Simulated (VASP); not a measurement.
## ZrH: single point with PBEsol

The system is ZrH.

```
CELL_PARAMETERS angstrom
3.41715 0.00000 0.00000
0.25376 3.40771 0.00000
-1.83545 -1.70385 2.32484
ATOMIC_POSITIONS crystal
Zr 0.00000 0.00000 0.00000
H 0.75000 0.25000 0.50000
```

| Property | Result |
| --- | --- |
| Program | VASP 6.6.1 |
| Task | single point |
| Functional | PBEsol |
| Potentials or basis | VASP PAW PBE potentials, release 64 (Zr_sv, H) |
| Cutoff | 520 eV |
| k mesh | 13 × 13 × 13 |
| Occupations | methfessel-paxton, width 0.1 eV |
| Spin | no spin polarisation |
| Dipole correction | no |
| Further INCAR settings | ALGO = Normal; EDIFF = 1e-07; NBANDS = 14 |

The pressure is -4.4 GPa and the band gap on the k mesh is zero (an odd number of electrons rules out a gap without spin polarisation).

Levels at points of the mesh, in eV from the Fermi level:
| k point | band 4 | band 5 | band 6 | band 7 | band 8 | band 9 |
| --- | --- | --- | --- | --- | --- | --- |
| (0.00, 0.00, 0.00) | -26.48 | -7.79 | 0.18 | 0.81 | 0.81 | 2.32 |

Wall time 110 s on 1 thread of Intel(R) Xeon(R) Platinum 8375C CPU @ 2.90GHz (Ice Lake) (shared host), peak memory 0.21 GiB.

Caveat: the cell stands under tension; the PAW data sets were made with another functional, which shifts forces and pressure a little.
